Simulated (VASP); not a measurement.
Write the native input for VASP 6.6.1 that does the following.

| Quantity | Value |
| --- | --- |
| Task | single point |
| Functional | PBE |
| Potentials or basis | VASP PAW PBE potentials, release 64 (Mg, Cd, S) |
| Cutoff | 520 eV |
| k mesh | 4 × 4 × 2 |
| Occupations | gaussian, width 0.1 eV |
| Spin | no spin polarisation |
| Dipole correction | no |
| Further INCAR settings | ALGO = Normal; EDIFF = 1e-06; NBANDS = 31 |

The structure of Mg3CdS4 lies in POSCAR:

```
Mg3CdS4
1.0
    3.7522800000      0.0000000000      0.0000000000
    0.0000000000      3.7522800000      0.0000000000
    0.0000000000      0.0000000000     10.6323821000
Mg Cd S
3 1 4
Direct
    0.0000000000      0.0000000000      0.7456080000
    0.0000000000      0.0000000000      0.2543920000
    0.5000000000      0.5000000000      0.5000000000
    0.5000000000      0.5000000000      0.0000000000
    0.0000000000      0.0000000000      0.0000000000
    0.5000000000      0.5000000000      0.2568390000
    0.0000000000      0.0000000000      0.5000000000
    0.5000000000      0.5000000000      0.7431610000
```

One way to write it, as run:

INCAR

```
SYSTEM = Mg3CdS4
  ALGO = Normal
  EDIFF = 1E-6
  ENCUT = 520
  GGA = PE
  ISIF = 2
  ISMEAR = 0
  LASPH = .TRUE.
  LCHARG = .TRUE.
  LELF = .TRUE.
  LREAL = .FALSE.
  LVHAR = .TRUE.
  LWAVE = .FALSE.
  NBANDS = 31
  NELM = 80
  PREC = Accurate
  SIGMA = 0.1
```

KPOINTS

```
k-points
0
G
  4 4 2
  0 0 0
```

Potentials or basis: VASP PAW PBE potentials, release 64 (Mg, Cd, S).

Command:

```console
$ cat potpaw_PBE.64/Mg/POTCAR potpaw_PBE.64/Cd/POTCAR potpaw_PBE.64/S/POTCAR > POTCAR
$ mpirun -np 1 vasp_std > vasp.out
```

Results of the run:

The pressure is 0.1 GPa. The largest force is 0.023 eV/Å and the band gap on the k mesh is 1.02 eV (least direct gap 1.84 eV).

Wall time 30 s on 1 thread of Intel(R) Xeon(R) 6975P-C (Granite Rapids), on a shared host, peak memory 0.25 GiB.
